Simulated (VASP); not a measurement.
A run of VASP 6.6.1 is set up as follows.

Contents of POSCAR:

```
Si
1.0
   -1.5531540000      1.5531540000      1.5531540000
    1.5531540000     -1.5531540000      1.5531540000
    1.5531540000      1.5531540000     -1.5531540000
Si
1
Direct
    0.0000000000      0.0000000000      0.0000000000
```

Contents of INCAR.step1:

```
SYSTEM = Si
ALGO = Normal ; EDIFF = 1E-5
ENCUT = 550 ; GGA = PE
GGA_COMPAT = .False. ; ISMEAR = -1
LASPH = .True. ; LCHARG = .False.
LREAL = .False. ; LWAVE = .True.
NBANDS = 8 ; NELM = 120
PREC = Accurate ; SIGMA = 0.1
```

INCAR.step2

```
SYSTEM = Si
ALGO = Normal ; EDIFF = 1E-6
ENCUT = 550 ; GGA_COMPAT = .False.
ISIF = 2 ; ISMEAR = -1
ISTART = 1 ; LASPH = .True.
LCHARG = .False. ; LMIXTAU = .True.
LREAL = .False. ; LWAVE = .False.
METAGGA = R2SCAN ; NBANDS = 8
NELM = 120 ; PREC = Accurate
SIGMA = 0.1
```

File KPOINTS:

```
k-points
0
Gamma
  8 8 8
  0 0 0
```

Potentials or basis: VASP PAW PBE potentials, release 64 (Si).

Command:

```bash
$ cat potpaw_PBE.64/Si/POTCAR > POTCAR
$ cp INCAR.step1 INCAR
$ mpirun -np 1 vasp_std > vasp.out
$ cp INCAR.step2 INCAR
$ mpirun -np 1 vasp_std > vasp.out
```

(1) What does it give for the band gap on the k mesh?

(2) Predict the pressure.

## Answers

(1) zero (band 2 reaches 21.53 eV, above the bottom of band 3 at 5.61 eV).

(2) -5.1 GPa.

Caveat: the PAW data sets were made with another functional, which shifts forces and pressure a little.
